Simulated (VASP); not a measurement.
Write the native input for VASP 6.6.1 that does the following.

```
Task                   : single point
Functional             : PBE
Potentials or basis    : VASP PAW PBE potentials, release 64 (Li_sv, F)
Cutoff                 : 520 eV
k mesh                 : 6 × 6 × 6
Occupations            : gaussian, width 0.01 eV
Spin                   : no spin polarisation
Dipole correction      : no
Further INCAR settings : ALGO = Normal; EDIFF = 1e-06; NBANDS = 12
```

The structure of LiF lies in POSCAR:

```
LiF
1.0
    0.0000000000      2.0148204549      1.9821533756
    2.0148204549      0.0000000000      1.9821533756
    2.0148204549      2.0148204549      0.0000000000
Li F
1 1
Direct
    0.0000000000      0.0000000000      0.0000000000
    0.5000000000      0.5000000000      0.5000000000
```

This cell differs from its parent crystal: epitaxial xy strain +1.0%.

The input as run:

INCAR

```
ALGO = Normal
EDIFF = 1E-6
ENCUT = 520
GGA = PE
ISIF = 2
ISMEAR = 0
LASPH = T
LCHARG = F
LREAL = F
LWAVE = F
NBANDS = 12
NELM = 80
PREC = Accurate
SIGMA = 0.01
```

KPOINTS

```
k-points
0
Gamma
  6 6 6
```

Potentials or basis: VASP PAW PBE potentials, release 64 (Li_sv, F).

Launch:

```console
$ cat potpaw_PBE.64/Li_sv/POTCAR potpaw_PBE.64/F/POTCAR > POTCAR
$ mpirun -np 1 vasp_std > vasp.out
```

It gave:

```
Band gap on the k mesh : 9.21 eV, direct
```

Caveat: the k points lie up to 0.45 Å⁻¹ apart; the cell differs from its parent crystal (epitaxial xy strain +1.0%).

Run time: 7.4 s on 1 thread of Intel Xeon 8259CL, with other jobs on the host, peak memory 0.13 GiB.
